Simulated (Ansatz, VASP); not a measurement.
# Two plane-wave programs on PbSe

```
CELL_PARAMETERS angstrom
2.13361 -3.69552 0.00000
-6.40083 -3.69552 0.00000
0.00000 0.00000 -7.92769
ATOMIC_POSITIONS crystal
Pb 0.00000 0.66667 0.77214
Pb 0.50000 0.16667 0.77214
Pb 0.50000 0.83333 0.27214
Pb 0.00000 0.33333 0.27214
Se 0.00000 0.00000 0.47801
Se 0.50000 0.50000 0.47801
Se 0.00000 0.00000 0.97801
Se 0.50000 0.50000 0.97801
```

Alike in both runs: task single point; functional PBE; k mesh 4 × 2 × 2; occupations gaussian, width 0.1 eV; no spin polarisation.

|  | VASP | Ansatz |
| --- | --- | --- |
| version | VASP 6.6.1 | Ansatz 0.2.0 |
| potentials or method | VASP PAW PBE potentials, release 64 (Pb_d, Se), cutoff 520 eV | scalar-relativistic, plane waves, PAW |
| valence electrons in the cell | 80 | 120 |

Ansatz gave:

```
gap on the k mesh at the Fermi level (eV)                     : 0.71
least direct gap on the mesh (eV)                             : 0.71
pressure (GPa)                                                : 0.2
traceless stress, the component that is largest in VASP (GPa) : 0.15
rms of the force components (eV/Å)                            : 0.066
```

Q: What did VASP give for the same quantities?

A: gap on the k mesh at the Fermi level (eV): 0.72; least direct gap on the mesh (eV): 0.72; pressure (GPa): 0.1; traceless stress, the component that is largest in VASP (GPa): 0.15; rms of the force components (eV/Å): 0.063.

Atom by atom the forces differ by 0.004 eV/Å (rms over components). The functional is the same, so the differences come from potentials, cutoffs and numerics. VASP's potentials hold 80 valence electrons a cell and Ansatz's 120, so a difference there can come from the potentials and not from the codes.

The k mesh is coarse, so the values compare programs but aren't converged. Spin-orbit coupling is off throughout.
